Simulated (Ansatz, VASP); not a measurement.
# Two plane-wave programs on Si3N4

```
CELL_PARAMETERS angstrom
0.00000 3.89372 3.89372
3.89372 0.00000 3.89372
3.89372 3.89372 0.00000
ATOMIC_POSITIONS crystal
Si 0.12500 0.12500 0.62500
Si 0.12500 0.62500 0.12500
Si 0.62500 0.12500 0.12500
Si 0.12500 0.12500 0.12500
Si 0.75000 0.75000 0.75000
Si 0.50000 0.50000 0.50000
N 0.36756 0.36756 0.36756
N 0.35269 0.88244 0.88244
N 0.88244 0.88244 0.35269
N 0.88244 0.35269 0.88244
N 0.36756 0.36756 0.89731
N 0.36756 0.89731 0.36756
N 0.88244 0.88244 0.88244
N 0.89731 0.36756 0.36756
```

Alike in both runs: task single point; functional r2SCAN; k mesh 4 × 4 × 4; occupations gaussian, width 0.1 eV; no spin polarisation.

```csv
,VASP,Ansatz
version,VASP 6.6.1,Ansatz 0.2.0
potentials or method,"VASP PAW PBE potentials, release 64 (Si, N), cutoff 520 eV","scalar-relativistic, plane waves, PAW"
valence electrons in the cell,64,64
```

|  | VASP | Ansatz | Ansatz less VASP |
| --- | --- | --- | --- |
| gap on the k mesh at the Fermi level (eV) | 3.96 | 3.96 | +0.002 |
| least direct gap on the mesh (eV) | 3.96 | 3.96 | +0.002 |
| pressure (GPa) | -6.7 | -6.9 | -0.12 |
| rms of the force components (eV/Å) | 0.024 | 0.033 | +0.0091 |

VASP's potentials were made for PBE, not for r2SCAN. Atom by atom the forces differ by 0.009 eV/Å (rms over components).
